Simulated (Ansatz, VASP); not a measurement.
Two plane-wave programs on NbAs

```xyz
2
Lattice="1.7032 -2.4344 0.0000 1.7032 2.4344 0.0000 0.0000 0.0000 4.7710" Properties=species:S:1:pos:R:3 pbc="T T T"
Nb    0.0000    0.0000    0.0000
As    1.7032    0.0000    2.3855
```

Change from the starting cell: species swapped into the TaW type (Cmmm, No. 65).

Alike in both runs: task relaxation of cell and atoms; functional PBE; k mesh 7 × 7 × 4; occupations gaussian, width 0.2 eV; no spin polarisation.

|  | VASP | Ansatz |
| --- | --- | --- |
| version | VASP 6.6.1 | Ansatz 0.2.0 |
| potentials or method | VASP PAW PBE potentials, release 64 (Nb_sv, As), cutoff 500 eV | scalar-relativistic, plane waves, PAW |
| valence electrons in the cell | 18 | 28 |

|  | VASP | Ansatz | Ansatz less VASP |
| --- | --- | --- | --- |
| gap on the k mesh at the Fermi level, each at its own relaxed structure (eV) | none | none | - |
| relaxed volume (Å³/atom) | 16.67 | 16.69 | +0.026 |
| relaxed cell length with the largest relative difference (Å) | 3.248 | 3.242 | -0.0057 |

A gap of «none» marks a metal or a gap that the smearing closes. VASP's potentials hold 18 valence electrons a cell and Ansatz's 28, so a difference there can come from the potentials and not from the codes.

Noted on VASP's run: the volume moved by over 15 % at a fixed basis, so the end points are rough.
